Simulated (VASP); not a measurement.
# W7C8 (a cell with a defect) in VASP: single point with PBEsol

Aim: the single point of W7C8 (a cell with a defect) with PBEsol.

Program: VASP 6.6.1. These are calculated values, not measurements. Logs are shortened: lines on timing, memory, paths and dates and some standing lists are left out, and cuts for length are marked.

## (1) The cell of the first run

The cell holds a defect, 15 atoms: a = 6.202 Å, b = 6.202 Å, c = 6.202 Å, α = 60.00°, β = 60.00°, γ = 60.00°.

## (2) Single point, PBEsol

File INCAR:

```
PREC     = Accurate       # precision mode
ENCUT    = 520            # plane-wave cutoff, eV
EDIFF    = 1E-6           # SCF threshold, eV
ISMEAR   = -1             # smearing method
SIGMA    = 0.05           # smearing width, eV
LREAL    = False          # projectors in reciprocal space
LASPH    = True           # aspherical terms in the spheres
NELM     = 120            # most SCF steps
ALGO     = Normal         # electronic algorithm
ISIF     = 2              # what is computed and relaxed
LWAVE    = False          # write WAVECAR
LCHARG   = False          # write CHGCAR
GGA      = PS             # functional
NBANDS   = 78             # bands
GGA_COMPAT= False
```

File KPOINTS:

```
regular mesh
0
Gamma
  3 3 3
```

File POSCAR:

```
W7C8
1.0
    0.0000000000      4.3853680000      4.3853680000
    4.3853680000      0.0000000000      4.3853680000
    4.3853680000      4.3853680000      0.0000000000
C W
8 7
Direct
    0.2500000000      0.2500000000      0.2500000000
    0.2500000000      0.2500000000      0.7500000000
    0.2500000000      0.7500000000      0.2500000000
    0.2500000000      0.7500000000      0.7500000000
    0.7500000000      0.2500000000      0.2500000000
    0.7500000000      0.2500000000      0.7500000000
    0.7500000000      0.7500000000      0.2500000000
    0.7500000000      0.7500000000      0.7500000000
    0.0000000000      0.0000000000      0.5000000000
    0.0000000000      0.5000000000      0.0000000000
    0.0000000000      0.5000000000      0.5000000000
    0.5000000000      0.0000000000      0.0000000000
    0.5000000000      0.0000000000      0.5000000000
    0.5000000000      0.5000000000      0.0000000000
    0.5000000000      0.5000000000      0.5000000000
```

Potentials or basis: VASP PAW PBE potentials, release 64 (C, W_sv).

Command:

```sh
$ cat potpaw_PBE.64/C/POTCAR potpaw_PBE.64/W_sv/POTCAR > POTCAR
$ mpirun -np 1 vasp_std > vasp.out
```

OUTCAR:

```text
PREC = Accurate
   ENCUT = 520
   EDIFF = 1E-6
   ISMEAR = -1
   LREAL = False
   LASPH = True
   NELM = 120
   ISIF = 2
   GGA = PS

 ion  position               nearest neighbor table
   1  0.250  0.250  0.250-   9 2.19  10 2.19  11 2.19  12 2.19  13 2.19  14 2.19
   2  0.250  0.250  0.750-  10 2.19  11 2.19  12 2.19  13 2.19  15 2.19
   3  0.250  0.750  0.250-   9 2.19  11 2.19  12 2.19  14 2.19  15 2.19
   4  0.250  0.750  0.750-   9 2.19  10 2.19  13 2.19  14 2.19  15 2.19
   5  0.750  0.250  0.250-   9 2.19  10 2.19  13 2.19  14 2.19  15 2.19
   6  0.750  0.250  0.750-   9 2.19  11 2.19  12 2.19  14 2.19  15 2.19
   7  0.750  0.750  0.250-  10 2.19  11 2.19  12 2.19  13 2.19  15 2.19
   8  0.750  0.750  0.750-   9 2.19  10 2.19  11 2.19  12 2.19  13 2.19  14 2.19
   9  0.000  0.000  0.500-   1 2.19   3 2.19   4 2.19   5 2.19   6 2.19   8 2.19  11 3.10  13 3.10
                            10 3.10  12 3.10  10 3.10  11 3.10  15 3.10  12 3.10  13 3.10  15 3.10
  10  0.000  0.500  0.000-   1 2.19   2 2.19   4 2.19   5 2.19   7 2.19   8 2.19  11 3.10  14 3.10
                             9 3.10  11 3.10  15 3.10   9 3.10  12 3.10  12 3.10  14 3.10  15 3.10
  11  0.000  0.500  0.500-   1 2.19   2 2.19   3 2.19   6 2.19   7 2.19   8 2.19   9 3.10  10 3.10
                            15 3.10  10 3.10  14 3.10   9 3.10  13 3.10  13 3.10  14 3.10  15 3.10
  12  0.500  0.000  0.000-   1 2.19   2 2.19   3 2.19   6 2.19   7 2.19   8 2.19  13 3.10  14 3.10
                             9 3.10  13 3.10  15 3.10  10 3.10  14 3.10  15 3.10   9 3.10  10 3.10
  13  0.500  0.000  0.500-   1 2.19   2 2.19   4 2.19   5 2.19   7 2.19   8 2.19   9 3.10  12 3.10
                            15 3.10  12 3.10  14 3.10  11 3.10  14 3.10  15 3.10   9 3.10  11 3.10
  14  0.500  0.500  0.000-   1 2.19   3 2.19   4 2.19   5 2.19   6 2.19   8 2.19  10 3.10  12 3.10
                            15 3.10  11 3.10  13 3.10  15 3.10  12 3.10  13 3.10  10 3.10  11 3.10
  15  0.500  0.500  0.500-   2 2.19   3 2.19   4 2.19   5 2.19   6 2.19   7 2.19  11 3.10  13 3.10
                            14 3.10  10 3.10  12 3.10  14 3.10   9 3.10  12 3.10  13 3.10   9 3.10

  LATTYP: Found a face centered cubic cell.
 ALAT       =     8.7707360000

  Lattice vectors:

 A1 = (   0.0000000000,   4.3853680000,   4.3853680000)
 A2 = (   4.3853680000,   0.0000000000,   4.3853680000)
 A3 = (   4.3853680000,   4.3853680000,   0.0000000000)

Analysis of symmetry for initial positions (statically):
=====================================================================
 Subroutine PRICEL returns:
 Original cell was already a primitive cell.

 Routine SETGRP: Setting up the symmetry group for a
 face centered cubic supercell.

 Subroutine GETGRP returns: Found 48 space group operations
 (whereof 48 operations were pure point group operations)
 out of a pool of 48 trial point group operations.

The static configuration has the point symmetry O_h .

Analysis of symmetry for dynamics (positions and initial velocities):
=====================================================================
 Subroutine PRICEL returns:
 Original cell was already a primitive cell.

 Routine SETGRP: Setting up the symmetry group for a
 face centered cubic supercell.

 Subroutine GETGRP returns: Found 48 space group operations
 (whereof 48 operations were pure point group operations)
 out of a pool of 48 trial point group operations.

The dynamic configuration has the point symmetry O_h .

 Subroutine INISYM returns: Found 48 space group operations
 (whereof 48 operations are pure point group operations),
 and found     1 'primitive' translations

----------------------------------------------------------------------------------------

                                     Primitive cell

  volume of cell :     168.6740

  direct lattice vectors                    reciprocal lattice vectors
     0.000000000  4.385368000  4.385368000    -0.114015517  0.114015517  0.114015517
     4.385368000  0.000000000  4.385368000     0.114015517 -0.114015517  0.114015517
     4.385368000  4.385368000  0.000000000     0.114015517  0.114015517 -0.114015517

  length of vectors
     6.201846902  6.201846902  6.201846902     0.197480668  0.197480668  0.197480668

  position of ions in fractional coordinates (direct lattice)
     0.250000000  0.250000000  0.250000000
     0.250000000  0.250000000  0.750000000
     0.250000000  0.750000000  0.250000000
     0.250000000  0.750000000  0.750000000
     0.750000000  0.250000000  0.250000000
     0.750000000  0.250000000  0.750000000
     0.750000000  0.750000000  0.250000000
     0.750000000  0.750000000  0.750000000
     0.000000000  0.000000000  0.500000000
     0.000000000  0.500000000  0.000000000
     0.000000000  0.500000000  0.500000000
     0.500000000  0.000000000  0.000000000
     0.500000000  0.000000000  0.500000000
     0.500000000  0.500000000  0.000000000
     0.500000000  0.500000000  0.500000000

  ion indices of the primitive-cell ions
   primitive index   ion index
                 1           1
                 2           2
                 3           3
                 4           4
                 5           5
                 6           6
                 7           7
                 8           8
                 9           9
                10          10
                11          11
                12          12
                13          13
                14          14
                15          15

----------------------------------------------------------------------------------------

 KPOINTS: regular mesh

Automatic generation of k-mesh.
 Grid dimensions read from file:
 generate k-points for:    3    3    3

 Generating k-lattice:

  Cartesian coordinates                     Fractional coordinates (reciprocal lattice)
    -0.038005172  0.038005172  0.038005172     0.333333333  0.000000000  0.000000000
     0.038005172 -0.038005172  0.038005172     0.000000000  0.333333333  0.000000000
     0.038005172  0.038005172 -0.038005172     0.000000000  0.000000000  0.333333333

  Length of vectors
     0.065826889  0.065826889  0.065826889

  Shift w.r.t. Gamma in fractional coordinates (k-lattice)
     0.000000000  0.000000000  0.000000000

 Subroutine IBZKPT returns following result:
 ===========================================

 Found      4 irreducible k-points:

 Following reciprocal coordinates:
            Coordinates               Weight
  0.000000  0.000000  0.000000      1.000000
  0.333333  0.000000  0.000000      8.000000
  0.333333  0.333333  0.000000      6.000000
 -0.333333  0.333333  0.000000     12.000000
   k-points           NKPTS =      4   k-points in BZ     NKDIM =      4   number of bands    NBANDS=     78
   number of dos      NEDOS =    301   number of ions     NIONS =     15
   total plane-waves  NPLWV = 110592
   dimension x,y,z NGX =    48 NGY =   48 NGZ =   48
   dimension x,y,z NGXF=    96 NGYF=   96 NGZF=   96
   ions per type =               8   7
   NGX,Y,Z   is equivalent  to a cutoff of  12.87, 12.87, 12.87 a.u.
   NGXF,Y,Z  is equivalent  to a cutoff of  25.73, 25.73, 25.73 a.u.
 SYSTEM =  unknown system
   PREC   = accura    normal or accurate (medium, high low for compatibility)
   ISTART =      0    job   : 0-new  1-cont  2-samecut
   ICHARG =      2    charge: 1-file 2-atom 10-const
   ISPIN  =      1    spin polarized calculation?
   LNONCOLLINEAR =      F non collinear calculations
   LSORBIT =      F    spin-orbit coupling
   LASPH  =      T    aspherical Exc in radial PAW
   ENCUT  =  520.0 eV  38.22 Ry    6.18 a.u.  11.53 11.53 11.53*2*pi/ulx,y,z
   NELM   =    120;   NELMIN=  2; NELMDL= -5     # of ELM steps
   EDIFF  = 0.1E-05   stopping-criterion for ELM
   LREAL  =      F    real-space projection
   EDIFFG = 0.1E-04   stopping-criterion for IOM
   NSW    =      0    number of steps for IOM
   IBRION =     -1    ionic relax: 0-MD 1-quasi-New 2-CG
   NFREE  =      0    steps in history (QN), initial steepest desc. (CG)
   ISIF   =      2    stress and relaxation
   ISYM   =      2    0-nonsym 1-usesym 2-fastsym
   POTIM  = 0.5000    time-step for ionic-motion
   TEBEG  =    0.0;   TEEND  =   0.0 temperature during run
   PSTRESS=    0.0 pullay stress
   NELECT =     130.0000    total number of electrons
   NUPDOWN=      -1.0000    fix difference up-down
   EMIN   =  10.00;   EMAX   =-10.00  energy-range for DOS
   EFERMI =   0.00;   METHOD = LEGACY
   ISMEAR =    -1;   SIGMA  =   0.05  broadening in eV -4-tet -1-fermi 0-gaus
   EFERMI_NEDOS =   21; number of points for ismear=-14 and -15
   IALGO  =     38    algorithm
   IMIX   =      4    mixing-type and parameters
     AMIX     =   0.40;   BMIX     =  1.00
     AMIX_MAG =   1.60;   BMIX_MAG =  1.00
  volume/ion in A,a.u.               =      11.24        75.88
  Fermi-wavevector in a.u.,A,eV,Ry     =   1.500974  2.836430 30.652888  2.252924
  Thomas-Fermi vector in A             =   2.612405
   LORBIT       =      0    0 simple, 1 ext, 2 COOP (PROOUT), +10 PAW based schemes
   GGA     = PS    functional components
   LHFCALC =     F    Hartree Fock is set to
   AEXX    =    0.0000 exact exchange contribution
   IVDW    =     0    specifies the selected vdW correction
   LEPSILON=     F    determine dielectric tensor
   LRPA    =     F    only Hartree local field effects (RPA)
 non-spin polarized calculation
  energy-cutoff  :      520.00
  volume of cell :      168.67
 maximum number of plane-waves:      4573
 NGX is ok and might be reduce to    48
   NGX = 23   NGY = 23   NGZ = 23

 number of electron     130.0000009 magnetization

 Free energy of the ion-electron system (eV)
  ---------------------------------------------------
  ext. energy  EPLUGINS =         0.00000000
  ---------------------------------------------------
  free energy    TOTEN  =      -168.81827866 eV

  energy without entropy =     -168.68095745  energy(sigma->0) =     -168.74961806

 E-fermi :  10.2444     XC(G=0): -13.1813

 val. band max:       10.2073735061   @ k =  -0.3333   0.3333   0.0000
 cond. band min:      10.2595324918   @ k =   0.3333   0.0000   0.0000
 fundamental gap:      0.0521589856
 Fermi energy:        10.2443513345

 k-point     1 :       0.0000    0.0000    0.0000
  band No.  band energies     occupation
      1     -64.9744      2.00000
      2     -64.9497      2.00000
      3     -64.9497      2.00000
      4     -64.9497      2.00000
      5     -64.9374      2.00000
      6     -64.9374      2.00000
[... 69 lines left out ...]
     76      12.2373      0.00000
     77      12.2373      0.00000

 k-point     2 :       0.3333    0.0000    0.0000
  band No.  band energies     occupation
      1     -64.9682      2.00000
      2     -64.9558      2.00000
      3     -64.9466      2.00000
      4     -64.9466      2.00000
      5     -64.9405      2.00000
      6     -64.9405      2.00000
[... 69 lines left out ...]
     76      12.3062      0.00000
     77      12.5863      0.00000

 k-point     3 :       0.3333    0.3333    0.0000
  band No.  band energies     occupation
      1     -64.9665      2.00000
      2     -64.9496      2.00000
      3     -64.9496      2.00000
      4     -64.9496      2.00000
      5     -64.9452      2.00000
      6     -64.9374      2.00000
[... 69 lines left out ...]
     76      12.4462      0.00000
     77      12.4463      0.00000

 k-point     4 :      -0.3333    0.3333    0.0000
  band No.  band energies     occupation
      1     -64.9600      2.00000
      2     -64.9588      2.00000
      3     -64.9497      2.00000
      4     -64.9466      2.00000
      5     -64.9424      2.00000
      6     -64.9404      2.00000
[... 69 lines left out ...]
     76      12.4619      0.00000
     77      12.5852      0.00000
 [bands above 77 left out]

------------------------ aborting loop because EDIFF is reached ----------------------------------------

  FORCE on cell =-STRESS in cart. coord.  units (eV):
  Direction    XX          YY          ZZ          XY          YZ          ZX
  --------------------------------------------------------------------------------------
  -------------------------------------------------------------------------------------
  Total      -18.4013273    -18.4013273    -18.4013273      0.0000000      0.0000000     -0.0000000
  in kB     -174.7879978   -174.7879978   -174.7879978      0.0000000      0.0000000     -0.0000000
  external PRESSURE =    -174.7879978 kB  Pullay stress =       0.0000000 kB

 VOLUME and BASIS-vectors are now :
 -----------------------------------------------------------------------------
  energy-cutoff  :      520.00
  volume of cell :      168.67
      direct lattice vectors                 reciprocal lattice vectors
     0.000000000  4.385368000  4.385368000    -0.114015517  0.114015517  0.114015517
     4.385368000  0.000000000  4.385368000     0.114015517 -0.114015517  0.114015517
     4.385368000  4.385368000  0.000000000     0.114015517  0.114015517 -0.114015517

 POSITION                                       TOTAL-FORCE (eV/Angst)
 -----------------------------------------------------------------------------------
      2.19268      2.19268      2.19268         0.000000      0.000000      0.000000
      4.38537      4.38537      2.19268        -0.000000      0.000000     -0.210139
      4.38537      2.19268      4.38537        -0.000000     -0.210139      0.000000
      6.57805      4.38537      4.38537         0.210139      0.000000      0.000000
      2.19268      4.38537      4.38537        -0.210139      0.000000      0.000000
      4.38537      6.57805      4.38537        -0.000000      0.210139      0.000000
      4.38537      4.38537      6.57805        -0.000000      0.000000      0.210139
      6.57805      6.57805      6.57805        -0.000000     -0.000000      0.000000
      2.19268      2.19268      0.00000         0.000000     -0.000000      0.000000
      2.19268      0.00000      2.19268         0.000000     -0.000000      0.000000
      4.38537      2.19268      2.19268         0.000000      0.000000      0.000000
      0.00000      2.19268      2.19268         0.000000      0.000000      0.000000
      2.19268      4.38537      2.19268        -0.000000      0.000000      0.000000
      2.19268      2.19268      4.38537        -0.000000      0.000000      0.000000
      4.38537      4.38537      4.38537        -0.000000      0.000000      0.000000
 -----------------------------------------------------------------------------------
    total drift:                                0.000000      0.000000      0.000000

  FREE ENERGIE OF THE ION-ELECTRON SYSTEM (eV)
  ---------------------------------------------------
  free  energy   TOTEN  =      -168.8182786623 eV

  energy  without entropy=     -168.6809574488  energy(sigma->0) =     -168.74961806
```

Run time: 1.8 min. Hardware: 1 thread of AMD EPYC 7R43 (Zen 3), shared host; peak memory 0.29 GiB.

What came out:

```yaml
Free_energy: -168.8183 eV
Pressure: -17.5 GPa
Largest_force: 0.210 eV/Å
Band_gap_on_the_k_mesh: zero (bands 65 and 66 overlap by 0.08 eV)
```

Forces on the atoms (eV/Å):
```
C    0.000  0.000  0.000
C    0.000  0.000 -0.210
C    0.000 -0.210  0.000
C    0.210  0.000  0.000
C   -0.210  0.000  0.000
C    0.000  0.210  0.000
C    0.000  0.000  0.210
C    0.000  0.000  0.000
W    0.000  0.000  0.000
W    0.000  0.000  0.000
W    0.000  0.000  0.000
W    0.000  0.000  0.000
W    0.000  0.000  0.000
W    0.000  0.000  0.000
W    0.000  0.000  0.000
```

Caveat: the k points lie up to 0.41 Å⁻¹ apart; the PAW data sets were made with another functional, which shifts forces and pressure a little; spin-orbit coupling is left out, which moves the levels of the heavy elements.
